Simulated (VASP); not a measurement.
Set up this calculation in VASP 6.6.1, as the native input.

```yaml
Task: single point
Functional: PBE
Potentials_or_basis: VASP PAW PBE potentials, release 64 (Nb_sv)
Cutoff: 520 eV
k_mesh: 22 × 22 × 22
Occupations: gaussian, width 0.15 eV
Spin: no spin polarisation
Dipole_correction: no
Further_INCAR_settings: ALGO = Fast; EDIFF = 1e-06; NBANDS = 12
```

The structure of Nb lies in POSCAR:

```
Nb
1.0
   -2.2358749875      1.7097867552      1.7097867552
    1.7097867552     -2.2358749875      1.7097867552
    1.7097867552      1.7097867552     -2.2358749875
Nb
1
Direct
    0.0000000000      0.0000000000      0.0000000000
```

This cell differs from its parent crystal: ratio of the length along [111] to the lengths across it x 0.6, volume and fractional coordinates fixed.

These files were run (other wordings do the same):

INCAR

```
PREC     = Accurate       # precision mode
ENCUT    = 520            # plane-wave cutoff, eV
EDIFF    = 1E-6           # SCF threshold, eV
ISMEAR   = 0              # smearing method
SIGMA    = 0.15           # smearing width, eV
LREAL    = F              # projectors in reciprocal space
LASPH    = T              # aspherical terms in the spheres
NELM     = 80             # most SCF steps
ALGO     = Fast           # electronic algorithm
ISIF     = 2              # what is computed and relaxed
LWAVE    = F              # write WAVECAR
LCHARG   = T              # write CHGCAR
GGA      = PE             # functional
LELF     = T              # ELF
LVHAR    = T            
NBANDS   = 12             # bands
```

KPOINTS

```
Automatic mesh
0
Gamma
  22 22 22
```

Potentials or basis: VASP PAW PBE potentials, release 64 (Nb_sv).

The run is started by

```console
$ cat potpaw_PBE.64/Nb_sv/POTCAR > POTCAR
$ mpirun -np 1 vasp_std > vasp.out
```

It gave:

```json
{"Pressure": "51.4 GPa", "Band gap on the k mesh": "zero (an odd number of electrons rules out a gap without spin polarisation)"}
```

Caveat: atoms lie so close that the PAW spheres overlap strongly, which falsifies energies and pressures; the cell stands under pressure.

Wall time 4.7 min on 1 thread of AMD EPYC 9R14 (Zen 4), with other jobs on the host, peak memory 0.3 GiB.
